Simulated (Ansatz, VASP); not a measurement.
## WF2: VASP beside Ansatz

```
CELL_PARAMETERS angstrom
2.75323 0.00000 0.00000
-1.37661 2.38436 0.00000
0.00000 0.00000 6.16176
ATOMIC_POSITIONS crystal
W 0.00000 0.00000 0.00000
F 0.33333 0.66667 0.24472
F 0.66667 0.33333 0.75528
```

Alike in both runs: task single point; functional r2SCAN; k mesh 18 × 18 × 8; occupations gaussian, width 0.1 eV; collinear spin.

|  | VASP | Ansatz |
| --- | --- | --- |
| version | VASP 6.6.1 | Ansatz 0.2.0 |
| potentials or method | VASP PAW PBE potentials, release 64 (W_sv, F), cutoff 520 eV | scalar-relativistic, plane waves, PAW |
| valence electrons in the cell | 28 | 28 |

```tsv
	VASP	Ansatz	Ansatz less VASP
gap on the k mesh at the Fermi level (eV)	none	none	-
pressure (GPa)	3.0	1.1	-1.89
traceless stress, the component that is largest in VASP (GPa)	0.84	0.52	-0.328
rms of the force components (eV/Å)	0.185	0.085	-0.0996
net moment per atom (μB)	0.00	0.00	0.000
```

VASP's potentials were made for PBE, not for r2SCAN. Atom by atom the forces differ by 0.100 eV/Å (rms over components). A gap of «none» marks a metal or a gap that the smearing closes. Ansatz's warnings: seeded moment not kept, stability check not made.

Neither program's run includes spin-orbit coupling.
